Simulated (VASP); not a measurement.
# AlN (r.bp) (F-43m) in VASP: single point with PBE

Aim: the single point of AlN (r.bp) with PBE.

Everything below comes from runs of VASP 6.6.1. Logs are shortened: lines on timing, memory, paths and dates and some standing lists are left out, and cuts for length are marked.

## (1) The cell of the first run

It takes space group F-43m (No. 216, cubic). The conventional cell has a = 4.364 Å, b = 4.364 Å, c = 4.364 Å, α = 90.00°, β = 90.00°, γ = 90.00°. Al (site symmetry -43m) has 4 N at 1.89 Å within 2.5 Å. Within 2.5 Å of N (site symmetry -43m) lie 4 Al at 1.89 Å.

## (2) Single point, PBE

The input, INCAR:

```
  PREC = Accurate
  ENCUT = 600
  EDIFF = 1E-6
  ISMEAR = 0
  SIGMA = 0.02
  LREAL = F
  LASPH = T
  NELM = 120
  ALGO = Normal
  ISIF = 2
  LWAVE = F
  LCHARG = T
  GGA = PE
  LELF = T
  LVHAR = T
  NBANDS = 11
  GGA_COMPAT = F
```

The input, KPOINTS:

```
Automatic mesh
0
Gamma
  10 10 10
```

The input, POSCAR:

```
AlN
1.0
    0.0000000000      2.1821857009      2.1821857009
    2.1821857009      0.0000000000      2.1821857009
    2.1821857009      2.1821857009      0.0000000000
Al N
1 1
Direct
    0.0000000000      0.0000000000      0.0000000000
    0.2500000000      0.2500000000      0.2500000000
```

Potentials or basis: VASP PAW PBE potentials, release 64 (Al, N).

The run is started by

```sh
$ cat potpaw_PBE.64/Al/POTCAR potpaw_PBE.64/N/POTCAR > POTCAR
$ mpirun -np 1 vasp_std > vasp.out
```

OUTCAR:

```text
PREC = Accurate
   ENCUT = 600
   EDIFF = 1E-6
   ISMEAR = 0
   LREAL = F
   LASPH = T
   NELM = 120
   ISIF = 2
   GGA = PE

 ion  position               nearest neighbor table
   1  0.000  0.000  0.000-   2 1.89   2 1.89   2 1.89   2 1.89
   2  0.250  0.250  0.250-   1 1.89   1 1.89   1 1.89   1 1.89

  LATTYP: Found a face centered cubic cell.
 ALAT       =     4.3643714018

  Lattice vectors:

 A1 = (   0.0000000000,   2.1821857009,   2.1821857009)
 A2 = (   2.1821857009,   0.0000000000,   2.1821857009)
 A3 = (   2.1821857009,   2.1821857009,   0.0000000000)

Analysis of symmetry for initial positions (statically):
=====================================================================
 Subroutine PRICEL returns:
 Original cell was already a primitive cell.

 Routine SETGRP: Setting up the symmetry group for a
 face centered cubic supercell.

 Subroutine GETGRP returns: Found 24 space group operations
 (whereof 24 operations were pure point group operations)
 out of a pool of 48 trial point group operations.

The static configuration has the point symmetry T_d .

Analysis of symmetry for dynamics (positions and initial velocities):
=====================================================================
 Subroutine PRICEL returns:
 Original cell was already a primitive cell.

 Routine SETGRP: Setting up the symmetry group for a
 face centered cubic supercell.

 Subroutine GETGRP returns: Found 24 space group operations
 (whereof 24 operations were pure point group operations)
 out of a pool of 48 trial point group operations.

The dynamic configuration has the point symmetry T_d .

 Subroutine INISYM returns: Found 24 space group operations
 (whereof 24 operations are pure point group operations),
 and found     1 'primitive' translations

----------------------------------------------------------------------------------------

                                     Primitive cell

  volume of cell :      20.7829

  direct lattice vectors                    reciprocal lattice vectors
     0.000000000  2.182185701  2.182185701    -0.229128071  0.229128071  0.229128071
     2.182185701  0.000000000  2.182185701     0.229128071 -0.229128071  0.229128071
     2.182185701  2.182185701  0.000000000     0.229128071  0.229128071 -0.229128071

  length of vectors
     3.086076614  3.086076614  3.086076614     0.396861460  0.396861460  0.396861460

  position of ions in fractional coordinates (direct lattice)
     0.000000000  0.000000000  0.000000000
     0.250000000  0.250000000  0.250000000

  ion indices of the primitive-cell ions
   primitive index   ion index
                 1           1
                 2           2

----------------------------------------------------------------------------------------

 KPOINTS: Automatic mesh

Automatic generation of k-mesh.
 Grid dimensions read from file:
 generate k-points for:   10   10   10

 Generating k-lattice:

  Cartesian coordinates                     Fractional coordinates (reciprocal lattice)
    -0.022912807  0.022912807  0.022912807     0.100000000  0.000000000  0.000000000
     0.022912807 -0.022912807  0.022912807     0.000000000  0.100000000  0.000000000
     0.022912807  0.022912807 -0.022912807     0.000000000  0.000000000  0.100000000

  Length of vectors
     0.039686146  0.039686146  0.039686146

  Shift w.r.t. Gamma in fractional coordinates (k-lattice)
     0.000000000  0.000000000  0.000000000

 Subroutine IBZKPT returns following result:
 ===========================================

 Found     47 irreducible k-points:

 Following reciprocal coordinates:
            Coordinates               Weight
  0.000000  0.000000  0.000000      1.000000
  0.100000  0.000000  0.000000      8.000000
  0.200000  0.000000  0.000000      8.000000
  0.300000  0.000000  0.000000      8.000000
  0.400000  0.000000  0.000000      8.000000
  0.500000  0.000000  0.000000      4.000000
[... 16 lines left out ...]
  0.300000  0.300000  0.000000      6.000000
  0.400000  0.300000  0.000000     24.000000
 [... further k-points ...]
   k-points           NKPTS =     47   k-points in BZ     NKDIM =     47   number of bands    NBANDS=     11
   number of dos      NEDOS =    301   number of ions     NIONS =      2
   total plane-waves  NPLWV =  21952
   dimension x,y,z NGX =    28 NGY =   28 NGZ =   28
   dimension x,y,z NGXF=    56 NGYF=   56 NGZF=   56
   ions per type =               1   1
   NGX,Y,Z   is equivalent  to a cutoff of  15.08, 15.08, 15.08 a.u.
   NGXF,Y,Z  is equivalent  to a cutoff of  30.17, 30.17, 30.17 a.u.
 SYSTEM =  unknown system
   PREC   = accura    normal or accurate (medium, high low for compatibility)
   ISTART =      0    job   : 0-new  1-cont  2-samecut
   ICHARG =      2    charge: 1-file 2-atom 10-const
   ISPIN  =      1    spin polarized calculation?
   LNONCOLLINEAR =      F non collinear calculations
   LSORBIT =      F    spin-orbit coupling
   LASPH  =      T    aspherical Exc in radial PAW
   ENCUT  =  600.0 eV  44.10 Ry    6.64 a.u.   6.16  6.16  6.16*2*pi/ulx,y,z
   NELM   =    120;   NELMIN=  2; NELMDL= -5     # of ELM steps
   EDIFF  = 0.1E-05   stopping-criterion for ELM
   LREAL  =      F    real-space projection
   EDIFFG = 0.1E-04   stopping-criterion for IOM
   NSW    =      0    number of steps for IOM
   IBRION =     -1    ionic relax: 0-MD 1-quasi-New 2-CG
   NFREE  =      0    steps in history (QN), initial steepest desc. (CG)
   ISIF   =      2    stress and relaxation
   ISYM   =      2    0-nonsym 1-usesym 2-fastsym
   POTIM  = 0.5000    time-step for ionic-motion
   TEBEG  =    0.0;   TEEND  =   0.0 temperature during run
   PSTRESS=    0.0 pullay stress
   NELECT =       8.0000    total number of electrons
   NUPDOWN=      -1.0000    fix difference up-down
   EMIN   =  10.00;   EMAX   =-10.00  energy-range for DOS
   EFERMI =   0.00;   METHOD = LEGACY
   ISMEAR =     0;   SIGMA  =   0.02  broadening in eV -4-tet -1-fermi 0-gaus
   EFERMI_NEDOS =   21; number of points for ismear=-14 and -15
   IALGO  =     38    algorithm
   IMIX   =      4    mixing-type and parameters
     AMIX     =   0.40;   BMIX     =  1.00
     AMIX_MAG =   1.60;   BMIX_MAG =  1.00
  volume/ion in A,a.u.               =      10.39        70.12
  Fermi-wavevector in a.u.,A,eV,Ry     =   1.190885  2.250446 19.295876  1.418207
  Thomas-Fermi vector in A             =   2.326959
   LORBIT       =      0    0 simple, 1 ext, 2 COOP (PROOUT), +10 PAW based schemes
   GGA     = PE    functional components
   LHFCALC =     F    Hartree Fock is set to
   AEXX    =    0.0000 exact exchange contribution
   IVDW    =     0    specifies the selected vdW correction
   LEPSILON=     F    determine dielectric tensor
   LRPA    =     F    only Hartree local field effects (RPA)
 non-spin polarized calculation
 Gauss-broadening in eV      SIGMA  =   0.02
  energy-cutoff  :      600.00
  volume of cell :       20.78
 maximum number of plane-waves:       701
 NGX is ok and might be reduce to    28
   NGX = 13   NGY = 13   NGZ = 13

 number of electron       7.9999999 magnetization

 Free energy of the ion-electron system (eV)
  ---------------------------------------------------
  ext. energy  EPLUGINS =         0.00000000
  ---------------------------------------------------
  free energy    TOTEN  =       -14.84037089 eV

  energy without entropy =      -14.84037089  energy(sigma->0) =      -14.84037089

 E-fermi :   6.1543     XC(G=0): -10.9447

 val. band max:        5.9933243478   @ k =   0.0000   0.0000   0.0000
 cond. band min:       9.3125024676   @ k =   0.5000   0.5000   0.0000
 fundamental gap:      3.3191781197
 Fermi energy:         6.1542680209

 k-point     1 :       0.0000    0.0000    0.0000
  band No.  band energies     occupation
      1      -9.0026      2.00000
      2       5.9933      2.00000
      3       5.9933      2.00000
      4       5.9933      2.00000
      5      10.2114      0.00000
      6      18.5783      0.00000
      7      18.5783      0.00000
      8      18.5783      0.00000
      9      23.7019      0.00000
     10      23.7019      0.00000
     11      25.1085      0.00000

 k-point     2 :       0.1000    0.0000    0.0000
  band No.  band energies     occupation
      1      -8.8557      2.00000
      2       5.1822      2.00000
      3       5.9417      2.00000
      4       5.9417      2.00000
      5      10.8713      0.00000
      6      18.1897      0.00000
      7      18.7125      0.00000
      8      18.7125      0.00000
      9      22.4436      0.00000
     10      22.4436      0.00000
     11      24.3190      0.00000

 k-point     3 :       0.2000    0.0000    0.0000
  band No.  band energies     occupation
      1      -8.4378      2.00000
      2       3.5758      2.00000
      3       5.8130      2.00000
      4       5.8130      2.00000
      5      11.9960      0.00000
      6      17.3878      0.00000
      7      18.6404      0.00000
      8      18.6404      0.00000
      9      21.9133      0.00000
     10      21.9133      0.00000
     11      23.4500      0.00000

 k-point     4 :       0.3000    0.0000    0.0000
  band No.  band energies     occupation
      1      -7.8307      2.00000
      2       1.9270      2.00000
      3       5.6654      2.00000
      4       5.6654      2.00000
      5      12.8394      0.00000
      6      16.6259      0.00000
      7      17.9753      0.00000
      8      17.9753      0.00000
      9      22.9775      0.00000
     10      22.9775      0.00000
     11      23.2644      0.00000
[... 239 lines left out ...]
 k-point    22 :      -0.2000    0.2000    0.0000
  band No.  band energies     occupation
      1      -7.6312      2.00000
      2       2.2311      2.00000
      3       4.3007      2.00000
      4       5.7394      2.00000
      5      13.5736      0.00000
      6      15.9711      0.00000
      7      17.4185      0.00000
      8      18.5145      0.00000
      9      20.9916      0.00000
     10      24.4715      0.00000
     11      27.3827      0.00000

 k-point    23 :       0.3000    0.3000    0.0000
  band No.  band energies     occupation
      1      -7.4535      2.00000
      2       2.4751      2.00000
      3       4.7523      2.00000
      4       4.7523      2.00000
      5      11.3315      0.00000
      6      15.7136      0.00000
      7      17.9038      0.00000
      8      20.5242      0.00000
      9      20.5242      0.00000
     10      26.4037      0.00000
     11      29.8126      0.00000

 k-point    24 :       0.4000    0.3000    0.0000
  band No.  band energies     occupation
      1      -6.9889      2.00000
      2       1.8397      2.00000
      3       4.2894      2.00000
      4       4.5886      2.00000
      5      10.9149      0.00000
      6      15.5456      0.00000
      7      18.2760      0.00000
      8      20.6096      0.00000
      9      21.1214      0.00000
     10      27.3354      0.00000
     11      29.6011      0.00000

 [... further k-points ...]
[... 5 lines left out ...]
  --------------------------------------------------------------------------------------
  -------------------------------------------------------------------------------------
  Total        0.6469800      0.6469800      0.6469800     -0.0000000     -0.0000000     -0.0000000
  in kB       49.8765391     49.8765391     49.8765391     -0.0000000     -0.0000000     -0.0000000
  external PRESSURE =      49.8765391 kB  Pullay stress =       0.0000000 kB

 VOLUME and BASIS-vectors are now :
 -----------------------------------------------------------------------------
  energy-cutoff  :      600.00
  volume of cell :       20.78
      direct lattice vectors                 reciprocal lattice vectors
     0.000000000  2.182185701  2.182185701    -0.229128071  0.229128071  0.229128071
     2.182185701  0.000000000  2.182185701     0.229128071 -0.229128071  0.229128071
     2.182185701  2.182185701  0.000000000     0.229128071  0.229128071 -0.229128071

 POSITION                                       TOTAL-FORCE (eV/Angst)
 -----------------------------------------------------------------------------------
      0.00000      0.00000      0.00000         0.000000      0.000000      0.000000
      1.09109      1.09109      1.09109        -0.000000     -0.000000     -0.000000
 -----------------------------------------------------------------------------------
    total drift:                                0.000000      0.000000      0.000000

  FREE ENERGIE OF THE ION-ELECTRON SYSTEM (eV)
  ---------------------------------------------------
  free  energy   TOTEN  =       -14.8403708872 eV

  energy  without entropy=      -14.8403708872  energy(sigma->0) =      -14.84037089
```

Wall time 9.3 s (1 thread of Intel Xeon Platinum 8488C (Sapphire Rapids), shared host); peak memory 0.15 GiB.

Results:

* Free energy: -14.8404 eV
* Pressure: 5.0 GPa
* Band gap on the k mesh: 3.32 eV, indirect (least direct gap 4.22 eV)

Levels at points of the mesh, in eV from the valence-band top:
| k point | band 2 | band 3 | band 4 | band 5 | band 6 | band 7 |
| --- | --- | --- | --- | --- | --- | --- |
| (0.00, 0.00, 0.00) | 0.00 | 0.00 | 0.00 | 4.22 | 12.58 | 12.58 |
| (0.50, 0.00, 0.00) | -5.86 | -0.48 | -0.48 | 7.40 | 9.88 | 11.16 |
| (0.50, 0.50, 0.00) | -4.91 | -1.78 | -1.78 | 3.32 | 8.63 | 13.99 |

A k mesh can miss the band edges. A hybrid or GW would open this gap; PBE tends to underestimate it.
